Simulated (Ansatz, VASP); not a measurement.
## BaTe: VASP beside Ansatz

```
Ba Te
1.0
     4.89537    0.00000    0.00000
    -2.44769    4.23952    0.00000
     0.00000    0.00000    8.58407
Ba Te
2 2
Cartesian
  0.0000 0.0000 0.0000
  0.0000 0.0000 4.2920
  0.0000 2.8263 2.1460
  2.4477 1.4132 6.4381
```

Alike in both runs: task single point; functional r2SCAN; k mesh 6 × 6 × 4; no spin polarisation.

```csv
,VASP,Ansatz
version,VASP 6.6.1,Ansatz 0.2.0
potentials or method,"VASP PAW PBE potentials, release 64 (Ba_sv, Te)","plane waves, PAW"
plane-wave cutoff (eV),520,500
occupations,"gaussian, width 0.01 eV",fixed
valence electrons in the cell,32,52
```

```csv
,VASP,Ansatz,Ansatz less VASP
gap on the k mesh at the Fermi level (eV),2.05,2.12,+0.075
```

VASP's potentials were made for PBE, not for r2SCAN. VASP's potentials hold 32 valence electrons a cell and Ansatz's 52, so a difference there can come from the potentials and not from the codes.

Spin-orbit coupling is off throughout.
